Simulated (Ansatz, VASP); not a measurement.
Two plane-wave programs on GaP

Contents of INCAR:

```
SYSTEM = GaP
ALGO = Normal
EDIFF = 1E-6
ENCUT = 520
GGA = PS
ISIF = 2
ISMEAR = 0
LASPH = .TRUE.
LCHARG = .TRUE.
LELF = .TRUE.
LREAL = .FALSE.
LVHAR = .TRUE.
LWAVE = .FALSE.
NBANDS = 26
NELM = 80
PREC = Accurate
SIGMA = 0.01
```

The input KPOINTS:

```
k-points
0
G
  6 6 6
  0 0 0
```

Contents of POSCAR:

```
GaP
1.0
    1.9430151800      1.1218003300      6.4308101000
   -1.9430151800      1.1218003300      6.4308101000
    0.0000000000     -2.2436006700      6.4308101000
Ga P
2 2
Direct
    0.4353720000      0.4353720000      0.4353720000
    0.5646280000      0.5646280000      0.5646280000
    0.0573890000      0.0573890000      0.0573890000
    0.9426110000      0.9426110000      0.9426110000
```

Input for Ansatz:

```yaml
crystal:
  lattice:
    - [1.94301518, 1.12180033, 6.4308101]
    - [-1.94301518, 1.12180033, 6.4308101]
    - [0.0, -2.24360067, 6.4308101]
  atoms:
    - { symbol: Ga, position: [0.435372, 0.435372, 0.435372] }
    - { symbol: Ga, position: [0.564628, 0.564628, 0.564628] }
    - { symbol: P, position: [0.057388999999999996, 0.057388999999999996, 0.057388999999999996] }
    - { symbol: P, position: [0.942611, 0.942611, 0.942611] }
basis:
  ecutwfc: 470.0
kpoints:
  mp_grid:
    grid: [6, 6, 6]
    shift: [0.0, 0.0, 0.0]
hamiltonian:
  xc: pbesol
scf:
  occupations:
    method: fixed
output:
  eigenvalues: true
```

Alike in both runs: task single point; functional PBEsol; k mesh 6 × 6 × 6; no spin polarisation.

|  | VASP | Ansatz |
| --- | --- | --- |
| version | VASP 6.6.1 | Ansatz 0.2.0 |
| potentials or method | VASP PAW PBE potentials, release 64 (Ga_d, P), cutoff 520 eV | plane waves, PAW |
| occupations | gaussian, width 0.01 eV | fixed |
| valence electrons in the cell | 36 | 36 |

Ansatz gave:

```
gap on the k mesh at the Fermi level (eV) : 0.73
```

Question: What did VASP give for the same quantities?

Answer: gap on the k mesh at the Fermi level (eV): 0.74.

VASP's potentials were made for PBE, not for PBEsol.
